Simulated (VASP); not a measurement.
Set up this calculation in VASP 6.6.1, as the native input.

- Task: single point
- Functional: PBEsol
- Dispersion: D3(BJ)
- Potentials or basis: VASP PAW PBE potentials, release 64 (Mg, B)
- Cutoff: 520 eV
- k mesh: 10 × 10 × 8
- Occupations: fermi-dirac, width 0.05 eV
- Spin: no spin polarisation
- Dipole correction: no
- Further INCAR settings: ALGO = Normal; EDIFF = 1e-06; NBANDS = 11

The structure of MgB2 lies in POSCAR:

```
MgB2
1.0
    3.0642946782      0.0000000000      0.0000000000
   -1.5321473391      2.6537570360      0.0000000000
    0.0000000000      0.0000000000      3.4993549923
Mg B
1 2
Direct
    0.0000000000      0.0000000000      0.0000000000
    0.6666666667      0.3333333333      0.5000000000
    0.3333333333      0.6666666667      0.5000000000
```

One way to write it, as run:

INCAR

```
PREC     = Accurate       # precision mode
ENCUT    = 520            # plane-wave cutoff, eV
EDIFF    = 1E-6           # SCF threshold, eV
ISMEAR   = -1             # smearing method
SIGMA    = 0.05           # smearing width, eV
LREAL    = F              # projectors in reciprocal space
LASPH    = T              # aspherical terms in the spheres
NELM     = 80             # most SCF steps
ALGO     = Normal         # electronic algorithm
ISIF     = 2              # what is computed and relaxed
LWAVE    = F              # write WAVECAR
LCHARG   = F              # write CHGCAR
GGA      = PS             # functional
IVDW     = 12             # dispersion correction
NBANDS   = 11             # bands
```

KPOINTS

```
Automatic mesh
0
Gamma
  10 10 8
```

Potentials or basis: VASP PAW PBE potentials, release 64 (Mg, B).

The run is started by

```sh
$ cat potpaw_PBE.64/Mg/POTCAR potpaw_PBE.64/B/POTCAR > POTCAR
$ mpirun -np 1 vasp_std > vasp.out
```

It gave:

```json
{
 "Pressure": "-4.1 GPa",
 "Band gap on the k mesh": "zero (band 4 reaches 6.48 eV, above the bottom of band 5 at 3.97 eV)",
 "Dispersion energy per atom": "-0.240 eV"
}
```

Caveat: the PAW data sets were made with another functional, which shifts forces and pressure a little; pairwise dispersion overbinds metals, which lowers pressure and volume.

Run time: 9.6 s on 1 thread of Intel Xeon 6975P-C (shared host), peak memory 0.17 GiB.
